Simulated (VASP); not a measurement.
# CuO (C2/c) in VASP: notebook

CuO is run at these levels: PBE+U; tasks: single point.

Everything below comes from runs of VASP 6.6.1. Logs are shortened: lines on timing, memory, paths and dates and some standing lists are left out, and cuts for length are marked.

## 1. The cell of the first run

Symmetry: C2/c, No. 15, monoclinic system. Conventional cell: a = 4.683 Å, b = 3.429 Å, c = 5.130 Å, α = 90.00°, β = 99.31°, γ = 90.00°. Cu (site symmetry -1) has 4 O at 1.94 to 1.97 Å within 2.6 Å. O (site symmetry 2) has 4 Cu at 1.94 to 1.97 Å and 2 O at 2.61 Å within 2.7 Å.

## 2. Single point, PBE+U, collinear spin

Contents of INCAR:

```
PREC     = Accurate       # precision mode
ENCUT    = 520            # plane-wave cutoff, eV
EDIFF    = 1E-7           # SCF threshold, eV
ISMEAR   = -1             # smearing method
SIGMA    = 0.03           # smearing width, eV
LREAL    = F              # projectors in reciprocal space
LASPH    = T              # aspherical terms in the spheres
NELM     = 150            # most SCF steps
ALGO     = Normal         # electronic algorithm
ISIF     = 2              # what is computed and relaxed
LWAVE    = F              # write WAVECAR
LCHARG   = T              # write CHGCAR
ISPIN    = 2              # spin polarisation
MAGMOM   = 1 1 0 0        # initial moments
LORBIT   = 11             # projections on sites
LMAXMIX  = 4              # l up to which the mixer works
LDAU     = T              # DFT+U
LDAUTYPE = 2            
LDAUL    = 2 -1           # shell
LDAUU    = 2.7 0          # U, eV
LDAUJ    = 0 0          
LDAUPRINT= 1            
GGA      = PE             # functional
LELF     = T              # ELF
LVHAR    = T            
NBANDS   = 29             # bands
```

Contents of KPOINTS:

```
Automatic mesh
0
Gamma
  8 8 4
```

Contents of POSCAR:

```
CuO
1.0
    2.3416000000     -1.7144000000      0.0000000000
    2.3416000000      1.7144000000      0.0000000000
   -0.8297400000      0.0000000000      5.0621500000
Cu O
2 2
Direct
    0.0000000000      0.5000000000      0.0000000000
    0.5000000000      0.0000000000      0.5000000000
    0.5719000000      0.4281000000      0.2500000000
    0.4281000000      0.5719000000      0.7500000000
```

Potentials or basis: VASP PAW PBE potentials, release 64 (Cu, O).

Command:

```console
cat potpaw_PBE.64/Cu/POTCAR potpaw_PBE.64/O/POTCAR > POTCAR
mpirun -np 1 vasp_std > vasp.out
```

OUTCAR:

```text
PREC = Accurate
   ENCUT = 520
   EDIFF = 1E-7
   ISMEAR = -1
   LREAL = F
   LASPH = T
   NELM = 150
   ISIF = 2
   ISPIN = 2
   LORBIT = 11
   GGA = PE

 ion  position               nearest neighbor table
   1  0.000  0.500  0.000-   3 1.94   4 1.94   4 1.97   3 1.97
   2  0.500  0.000  0.500-   4 1.94   3 1.94   4 1.97   3 1.97
   3  0.572  0.428  0.250-   2 1.94   1 1.94   2 1.97   1 1.97
   4  0.428  0.572  0.750-   1 1.94   2 1.94   2 1.97   1 1.97

  LATTYP: Found a base centered monoclinic cell.
 ALAT       =     4.6832000000
 B/A-ratio  =     0.7321489580
 C/A-ratio  =     1.0953409799
 COS(beta)  =    -0.1617521216

  Lattice vectors:

 A1 = (   2.3416000000,  -1.7144000000,   0.0000000000)
 A2 = (   2.3416000000,   1.7144000000,   0.0000000000)
 A3 = (  -0.8297400000,   0.0000000000,   5.0621500000)

Analysis of symmetry for initial positions (statically):
=====================================================================
 Subroutine PRICEL returns:
 Original cell was already a primitive cell.

 Routine SETGRP: Setting up the symmetry group for a
 base centered monoclinic supercell.

 Subroutine GETGRP returns: Found  4 space group operations
 (whereof  2 operations were pure point group operations)
 out of a pool of  4 trial point group operations.

The static configuration has the point symmetry S_2 .
 The point group associated with its full space group is C_2h.

Analysis of symmetry for dynamics (positions and initial velocities):
=====================================================================
 Subroutine PRICEL returns:
 Original cell was already a primitive cell.

 Routine SETGRP: Setting up the symmetry group for a
 base centered monoclinic supercell.

 Subroutine GETGRP returns: Found  4 space group operations
 (whereof  2 operations were pure point group operations)
 out of a pool of  4 trial point group operations.

The dynamic configuration has the point symmetry S_2 .
 The point group associated with its full space group is C_2h.

Analysis of structural, dynamic, and magnetic symmetry:
=====================================================================
 Subroutine PRICEL returns:
 Original cell was already a primitive cell.

 Routine SETGRP: Setting up the symmetry group for a
 base centered monoclinic supercell.

 Subroutine GETGRP returns: Found  4 space group operations
 (whereof  2 operations were pure point group operations)
 out of a pool of  4 trial point group operations.

The overall configuration has the point symmetry S_2 .
 The point group associated with its full space group is C_2h.

 Subroutine INISYM returns: Found  4 space group operations
 (whereof  2 operations are pure point group operations),
 and found     1 'primitive' translations

----------------------------------------------------------------------------------------

                                     Primitive cell

  volume of cell :      40.6434

  direct lattice vectors                    reciprocal lattice vectors
     2.341600000 -1.714400000  0.000000000     0.213529211 -0.291647224  0.034999699
     2.341600000  1.714400000  0.000000000     0.213529211  0.291647224  0.034999699
    -0.829740000  0.000000000  5.062150000     0.000000000  0.000000000  0.197544522

  length of vectors
     2.902112665  2.902112665  5.129700877     0.363149839  0.363149839  0.197544522

  position of ions in fractional coordinates (direct lattice)
     0.000000000  0.500000000  0.000000000
     0.500000000  1.000000000  0.500000000
     0.571900000  0.428100000  0.250000000
     0.428100000  0.571900000  0.750000000

  ion indices of the primitive-cell ions
   primitive index   ion index
                 1           1
[... 102 lines left out ...]
   U (eV)           for each species LDAUU =   2.7  0.0
   J (eV)           for each species LDAUJ =   0.0  0.0
   GGA     = PE    functional components
   LHFCALC =     F    Hartree Fock is set to
   AEXX    =    0.0000 exact exchange contribution
   IVDW    =     0    specifies the selected vdW correction
   LEPSILON=     F    determine dielectric tensor
   LRPA    =     F    only Hartree local field effects (RPA)
 spin polarized calculation
  energy-cutoff  :      520.00
  volume of cell :       40.64
 maximum number of plane-waves:      1129
 NGX is ok and might be reduce to    24
   NGX = 11   NGY = 11   NGZ = 19

atom =   1  type =  1  l = 2

 onsite density matrix

spin component  1

  0.9580 -0.0011  0.0091 -0.0058  0.0020
 -0.0011  0.9826 -0.0008 -0.0197  0.0056
  0.0091 -0.0008  0.9714  0.0019 -0.0018
 -0.0058 -0.0197  0.0019  0.9973 -0.0069
  0.0020  0.0056 -0.0018 -0.0069  0.9724

spin component  2

  0.9424 -0.0354  0.0124  0.0401 -0.0119
 -0.0354  0.8038  0.0065  0.2233 -0.0667
  0.0124  0.0065  0.9646 -0.0083  0.0006
  0.0401  0.2233 -0.0083  0.6431  0.0960
 -0.0119 -0.0667  0.0006  0.0960  0.9308

 occupancies and eigenvectors

  o =  0.4510  v =  0.0000  0.0000  0.0000  0.0000  0.0000 -0.1108 -0.5557  0.0226  0.7886 -0.2378      0.0000  0.0000  0.0000  0.0000  0.0000  0.0000  0.0000  0.0000  0.0000  0.0000
  o =  0.9410  v =  0.0000  0.0000  0.0000  0.0000  0.0000  0.8533  0.1780 -0.4191  0.2178 -0.1308      0.0000  0.0000  0.0000  0.0000  0.0000  0.0000  0.0000  0.0000  0.0000  0.0000
  o =  0.9519  v =  0.8680  0.1511 -0.4261  0.1785 -0.1017  0.0000  0.0000  0.0000  0.0000  0.0000      0.0000  0.0000  0.0000  0.0000  0.0000  0.0000  0.0000  0.0000  0.0000  0.0000
  o =  0.9597  v =  0.0000  0.0000  0.0000  0.0000  0.0000  0.1249 -0.0387  0.0840  0.2740  0.9491      0.0000  0.0000  0.0000  0.0000  0.0000  0.0000  0.0000  0.0000  0.0000  0.0000
  o =  0.9618  v =  0.0000  0.0000  0.0000  0.0000  0.0000 -0.1500  0.7882  0.3205  0.4896 -0.1178      0.0000  0.0000  0.0000  0.0000  0.0000  0.0000  0.0000  0.0000  0.0000  0.0000
  o =  0.9695  v =  0.1036 -0.7985 -0.3002 -0.5072  0.0661  0.0000  0.0000  0.0000  0.0000  0.0000      0.0000  0.0000  0.0000  0.0000  0.0000  0.0000  0.0000  0.0000  0.0000  0.0000
  o =  0.9705  v =  0.1316 -0.0770  0.1011  0.2133  0.9597  0.0000  0.0000  0.0000  0.0000  0.0000      0.0000  0.0000  0.0000  0.0000  0.0000  0.0000  0.0000  0.0000  0.0000  0.0000
  o =  0.9712  v =  0.0000  0.0000  0.0000  0.0000  0.0000  0.4707 -0.1920  0.8450 -0.1260 -0.1082      0.0000  0.0000  0.0000  0.0000  0.0000  0.0000  0.0000  0.0000  0.0000  0.0000
  o =  0.9764  v = -0.4615  0.1719 -0.8465  0.1532  0.1322  0.0000  0.0000  0.0000  0.0000  0.0000      0.0000  0.0000  0.0000  0.0000  0.0000  0.0000  0.0000  0.0000  0.0000  0.0000
  o =  1.0133  v =  0.0745  0.5515 -0.0399 -0.8012  0.2163  0.0000  0.0000  0.0000  0.0000  0.0000      0.0000  0.0000  0.0000  0.0000  0.0000  0.0000  0.0000  0.0000  0.0000  0.0000

atom =   2  type =  1  l = 2

 onsite density matrix

spin component  1

  0.9580 -0.0011 -0.0091  0.0058 -0.0020
 -0.0011  0.9826  0.0008  0.0197 -0.0056
 -0.0091  0.0008  0.9714  0.0019 -0.0018
  0.0058  0.0197  0.0019  0.9973 -0.0069
 -0.0020 -0.0056 -0.0018 -0.0069  0.9724

spin component  2

  0.9424 -0.0354 -0.0124 -0.0401  0.0119
 -0.0354  0.8038 -0.0065 -0.2233  0.0667
 -0.0124 -0.0065  0.9646 -0.0083  0.0006
 -0.0401 -0.2233 -0.0083  0.6431  0.0960
  0.0119  0.0667  0.0006  0.0960  0.9308

 occupancies and eigenvectors

  o =  0.4510  v =  0.0000  0.0000  0.0000  0.0000  0.0000  0.1108  0.5557  0.0226  0.7886 -0.2378      0.0000  0.0000  0.0000  0.0000  0.0000  0.0000  0.0000  0.0000  0.0000  0.0000
  o =  0.9410  v =  0.0000  0.0000  0.0000  0.0000  0.0000 -0.8533 -0.1780 -0.4191  0.2178 -0.1308      0.0000  0.0000  0.0000  0.0000  0.0000  0.0000  0.0000  0.0000  0.0000  0.0000
  o =  0.9519  v =  0.8680  0.1511  0.4261 -0.1785  0.1017  0.0000  0.0000  0.0000  0.0000  0.0000      0.0000  0.0000  0.0000  0.0000  0.0000  0.0000  0.0000  0.0000  0.0000  0.0000
  o =  0.9597  v =  0.0000  0.0000  0.0000  0.0000  0.0000 -0.1249  0.0387  0.0840  0.2740  0.9491      0.0000  0.0000  0.0000  0.0000  0.0000  0.0000  0.0000  0.0000  0.0000  0.0000
  o =  0.9618  v =  0.0000  0.0000  0.0000  0.0000  0.0000  0.1500 -0.7882  0.3205  0.4896 -0.1178      0.0000  0.0000  0.0000  0.0000  0.0000  0.0000  0.0000  0.0000  0.0000  0.0000
  o =  0.9695  v = -0.1036  0.7985 -0.3002 -0.5072  0.0661  0.0000  0.0000  0.0000  0.0000  0.0000      0.0000  0.0000  0.0000  0.0000  0.0000  0.0000  0.0000  0.0000  0.0000  0.0000
  o =  0.9705  v =  0.1316 -0.0770 -0.1011 -0.2133 -0.9597  0.0000  0.0000  0.0000  0.0000  0.0000      0.0000  0.0000  0.0000  0.0000  0.0000  0.0000  0.0000  0.0000  0.0000  0.0000
  o =  0.9712  v =  0.0000  0.0000  0.0000  0.0000  0.0000 -0.4707  0.1920  0.8450 -0.1260 -0.1082      0.0000  0.0000  0.0000  0.0000  0.0000  0.0000  0.0000  0.0000  0.0000  0.0000
  o =  0.9764  v =  0.4615 -0.1719 -0.8465  0.1532  0.1322  0.0000  0.0000  0.0000  0.0000  0.0000      0.0000  0.0000  0.0000  0.0000  0.0000  0.0000  0.0000  0.0000  0.0000  0.0000
  o =  1.0133  v = -0.0745 -0.5515 -0.0399 -0.8012  0.2163  0.0000  0.0000  0.0000  0.0000  0.0000      0.0000  0.0000  0.0000  0.0000  0.0000  0.0000  0.0000  0.0000  0.0000  0.0000

 number of electron      34.0000010 magnetization       1.8623591

 Free energy of the ion-electron system (eV)
  ---------------------------------------------------
  ext. energy  EPLUGINS =         0.00000000
  ---------------------------------------------------
  free energy    TOTEN  =       -17.75700926 eV

  energy without entropy =      -17.75372093  energy(sigma->0) =      -17.75536510

 E-fermi :   5.4139     XC(G=0): -11.8548

 val. band max:        5.3888610063   @ k =   0.5000   0.0000   0.5000
 cond. band min:       5.4228245929   @ k =  -0.2500   0.3750   0.2500
 fundamental gap:      0.0339635867
 Fermi energy:         5.4138841080

 spin component 1

 k-point     1 :       0.0000    0.0000    0.0000
  band No.  band energies     occupation
      1     -14.3029      1.00000
      2     -12.9499      1.00000
      3      -2.7699      1.00000
      4      -1.1650      1.00000
      5      -0.7460      1.00000
      6       1.0006      1.00000
[... 1529 lines left out ...]
     28      25.7189      0.00000
     29      27.0228      0.00000

 [... further k-points ...]

------------------------ aborting loop because EDIFF is reached ----------------------------------------

  FORCE on cell =-STRESS in cart. coord.  units (eV):
  Direction    XX          YY          ZZ          XY          YZ          ZX
  --------------------------------------------------------------------------------------
  -------------------------------------------------------------------------------------
  Total        1.1902939      1.8016577      1.7773660      0.0000000      0.0000000      0.3895144
  in kB       46.9218281     71.0220134     70.0644264      0.0000000      0.0000000     15.3548013
  external PRESSURE =      62.6694226 kB  Pullay stress =       0.0000000 kB

 VOLUME and BASIS-vectors are now :
 -----------------------------------------------------------------------------
  energy-cutoff  :      520.00
  volume of cell :       40.64
      direct lattice vectors                 reciprocal lattice vectors
     2.341600000 -1.714400000  0.000000000     0.213529211 -0.291647224  0.034999699
     2.341600000  1.714400000  0.000000000     0.213529211  0.291647224  0.034999699
    -0.829740000  0.000000000  5.062150000     0.000000000  0.000000000  0.197544522

 POSITION                                       TOTAL-FORCE (eV/Angst)
 -----------------------------------------------------------------------------------
      1.17080      0.85720      0.00000        -0.000000     -0.000000     -0.000000
      0.75593     -0.85720      2.53107        -0.000000     -0.000000     -0.000000
      2.13417     -0.24653      1.26554         0.000000     -0.029782      0.000000
      1.71930      0.24653      3.79661        -0.000000      0.029782     -0.000000
 -----------------------------------------------------------------------------------
    total drift:                                0.000000      0.000000     -0.000000

  FREE ENERGIE OF THE ION-ELECTRON SYSTEM (eV)
  ---------------------------------------------------
  free  energy   TOTEN  =       -17.7570092645 eV

  energy  without entropy=      -17.7537209319  energy(sigma->0) =      -17.75536510

 total charge

# of ion       s       p       d       tot
------------------------------------------
    1        0.381   0.392   9.146   9.918
    2        0.381   0.392   9.146   9.918
    3        1.561   3.429   0.000   4.990
    4        1.561   3.429   0.000   4.990
--------------------------------------------------
tot          3.884   7.642  18.292  29.817

 magnetization (x)

# of ion       s       p       d       tot
------------------------------------------
    1       -0.003   0.003   0.597   0.597
    2       -0.003   0.003   0.597   0.597
    3        0.019   0.275   0.000   0.294
    4        0.019   0.275   0.000   0.294
--------------------------------------------------
tot          0.031   0.556   1.195   1.782
```

Run time: 5.2 min. Hardware: 1 thread of Oxide Virtual Turin-like, shared host; peak memory 0.23 GiB.

What came out:

* Free energy: -17.7570 eV
* Pressure: 6.3 GPa
* Largest force: 0.030 eV/Å
* Net moment: 1.86 μB per cell
* Site moments: Cu +0.60; O +0.29 μB
* Valence electrons inside the program's atomic spheres: Cu 9.92; O 4.99

Forces on the atoms (eV/Å):
```
Cu   0.000  0.000  0.000
Cu   0.000  0.000  0.000
O    0.000 -0.030  0.000
O    0.000  0.030  0.000
```

Eigenvalues of the final occupation matrices:
```
    site  spin  trace               eigenvalues
site 1 d     1   4.88  0.95 0.97 0.97 0.98 1.01
site 1 d     2   4.28  0.45 0.94 0.96 0.96 0.97
site 2 d     1   4.88  0.95 0.97 0.97 0.98 1.01
site 2 d     2   4.28  0.45 0.94 0.96 0.96 0.97
```

Caveat: the cell stands under pressure.

## 3. Single point, PBE+U, collinear spin

Contents of INCAR:

```
SYSTEM = CuO
  PREC = Accurate
  ENCUT = 520
  EDIFF = 1E-6
  ISMEAR = -1
  SIGMA = 0.03
  LREAL = .False.
  LASPH = .True.
  NELM = 150
  ALGO = Normal
  ISIF = 2
  LWAVE = .False.
  LCHARG = .True.
  ISPIN = 2
  MAGMOM = -0.54 0.54 0 0
  LORBIT = 11
  LMAXMIX = 4
  LDAU = .True.
  LDAUTYPE = 2
  LDAUL = 2 -1
  LDAUU = 2.7 0
  LDAUJ = 0 0
  LDAUPRINT = 1
  GGA = PE
  LELF = .True.
  LVHAR = .True.
  ISYM = 0
  NBANDS = 29
```

Contents of KPOINTS:

```
regular mesh
0
Gamma
  8 8 4
  0 0 0
```

POSCAR is that of step 2.

Potentials or basis: VASP PAW PBE potentials, release 64 (Cu, O).

Command:

```console
cat potpaw_PBE.64/Cu/POTCAR potpaw_PBE.64/O/POTCAR > POTCAR
mpirun -np 1 vasp_std > vasp.out
```

It took 6 min on 1 thread of Oxide Virtual Turin-like, shared host; peak memory 0.3 GiB.

Results (log left out):

```yaml
Free_energy: -17.9004 eV
Pressure: 5.4 GPa
Largest_force: 0.069 eV/Å
Band_gap_on_the_k_mesh: 0.27 eV (least direct gap 0.59 eV)
Net_moment: 0.00 μB per cell
Site_moments: Cu -0.52, +0.52; O +0.00 μB
Valence_electrons_inside_the_program's_atomic_spheres: Cu 9.93; O 4.99
```

Forces in eV/Å, atoms in the order of the input:
```
Cu   0.000  0.000  0.000
Cu   0.000  0.000  0.000
O    0.000 -0.069  0.000
O    0.000  0.069  0.000
```

Stress tensor (GPa, compression positive):
```
4.08 0.00 0.63
0.00 5.96 0.00
0.63 0.00 6.29
```

Levels at points of the mesh, in eV from the valence-band top:
Spin up:
```tsv
k point	band 13	band 14	band 15	band 16	band 17	band 18	band 19	band 20	band 21	band 22
(0.00, 0.00, 0.00)	-2.74	-2.54	-2.40	-2.14	0.00	1.51	1.93	6.48	8.40	13.91
(0.50, 0.00, 0.00)	-2.73	-2.35	-2.14	-1.65	-0.32	0.99	5.10	6.64	7.37	11.53
(0.00, 0.50, 0.00)	-3.00	-2.08	-1.83	-1.67	-0.53	1.25	5.00	6.69	7.23	11.54
(0.50, 0.50, 0.00)	-3.05	-2.92	-2.00	-1.85	-0.96	1.50	3.62	7.44	8.82	10.41
(0.00, 0.00, 0.50)	-2.90	-2.74	-1.67	-1.66	-0.35	1.20	4.15	4.25	12.05	12.06
(0.50, 0.00, 0.50)	-2.99	-2.71	-2.33	-2.21	-0.06	0.92	5.56	6.94	8.37	8.92
(0.00, 0.50, 0.50)	-2.95	-2.57	-2.52	-2.21	-0.60	1.47	5.45	6.84	8.39	8.98
(0.50, 0.50, 0.50)	-2.39	-2.11	-1.87	-1.58	-1.33	0.59	5.41	5.49	9.34	9.38
```
Spin down:
| k point | band 13 | band 14 | band 15 | band 16 | band 17 | band 18 | band 19 | band 20 | band 21 | band 22 |
| --- | --- | --- | --- | --- | --- | --- | --- | --- | --- | --- |
| (0.00, 0.00, 0.00) | -2.74 | -2.54 | -2.40 | -2.14 | 0.00 | 1.51 | 1.93 | 6.48 | 8.40 | 13.91 |
| (0.50, 0.00, 0.00) | -3.00 | -2.08 | -1.83 | -1.67 | -0.53 | 1.25 | 5.00 | 6.69 | 7.23 | 11.54 |
| (0.00, 0.50, 0.00) | -2.73 | -2.35 | -2.14 | -1.65 | -0.32 | 0.99 | 5.10 | 6.64 | 7.37 | 11.53 |
| (0.50, 0.50, 0.00) | -3.05 | -2.92 | -2.00 | -1.85 | -0.96 | 1.50 | 3.62 | 7.44 | 8.82 | 10.41 |
| (0.00, 0.00, 0.50) | -2.90 | -2.74 | -1.67 | -1.66 | -0.35 | 1.20 | 4.15 | 4.25 | 12.05 | 12.06 |
| (0.50, 0.00, 0.50) | -2.95 | -2.57 | -2.52 | -2.21 | -0.60 | 1.47 | 5.45 | 6.84 | 8.39 | 8.98 |
| (0.00, 0.50, 0.50) | -2.99 | -2.71 | -2.33 | -2.21 | -0.06 | 0.92 | 5.56 | 6.94 | 8.37 | 8.92 |
| (0.50, 0.50, 0.50) | -2.39 | -2.11 | -1.87 | -1.58 | -1.33 | 0.59 | 5.41 | 5.49 | 9.34 | 9.38 |

Eigenvalues of the final occupation matrices:
| site | spin | trace | eigenvalues |
| --- | --- | --- | --- |
| site 1 d | 1 | 4.32 | 0.46 0.95 0.97 0.97 0.98 |
| site 1 d | 2 | 4.85 | 0.95 0.96 0.97 0.97 1.00 |
| site 2 d | 1 | 4.85 | 0.95 0.96 0.97 0.97 1.00 |
| site 2 d | 2 | 4.32 | 0.46 0.95 0.97 0.97 0.98 |

Caveat: the cell stands under pressure; semilocal functionals underestimate gaps, and a narrow one can read as zero.

The gap in the log of VASP goes by the Fermi energy; the results here count the filled bands.